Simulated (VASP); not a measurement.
Crystal: GaC.

```
Ga C
1.0
     3.41657    0.00000    0.00000
    -1.70828    2.95883    0.00000
     0.00000    0.00000    5.47151
Ga C
2 2
Direct
  0.33333 0.66667 0.00000
  0.66667 0.33333 0.50000
  0.33333 0.66667 0.38210
  0.66667 0.33333 0.88210
```

```yaml
Program: VASP 6.6.1
Task: relaxation of cell and atoms
Functional: PBE
Potentials_or_basis: VASP PAW PBE potentials, release 64 (Ga_d, C)
Cutoff: 600 eV
k_mesh: 6 × 6 × 4
Occupations: gaussian, width 0.1 eV
Spin: no spin polarisation
```

At the start: pressure -7.0 GPa; volume 13.83 Å³/atom.

Where does the relaxation end?

Over 12 steps the energy falls by 31.1 meV/atom and the volume is 12.94 Å³/atom (-6.4 %); space group P6_3mc (No. 186, to 0.1 Å) before and after.

Step by step:
| step | energy change (eV) | largest force (eV/Å) | pressure (GPa) | volume (Å³) |
| --- | --- | --- | --- | --- |
| 1 | 0.0000 | 0.0670 | -7.01 | 55.31 |
| 2 | -0.0716 | 0.2403 | 3.39 | 50.61 |
| 3 | -0.0838 | 0.1848 | 0.18 | 51.83 |
| 4 | -0.0908 | 0.1510 | 0.19 | 51.79 |
| 5 | -0.1030 | 0.0305 | 0.46 | 51.66 |
| 6 | -0.1042 | 0.1005 | 0.59 | 51.61 |
| 7 | -0.1083 | 0.0707 | 0.46 | 51.66 |
| 8 | -0.1169 | 0.0217 | 0.05 | 51.75 |
| 9 | -0.1235 | 0.0344 | -0.78 | 51.93 |
| 10 | -0.1236 | 0.0349 | -0.67 | 51.91 |
| 11 | -0.1237 | 0.0345 | -0.65 | 51.90 |
| 12 | -0.1243 | 0.0074 | -0.28 | 51.75 |

Final structure:
```
Ga C
1.0
     3.26437    0.00000    0.00000
    -1.63218    2.82703    0.00000
     0.00000    0.00000    5.60718
Ga C
2 2
Direct
  0.33333 0.66667 0.01261
  0.66667 0.33333 0.51261
  0.33333 0.66667 0.36949
  0.66667 0.33333 0.86949
```
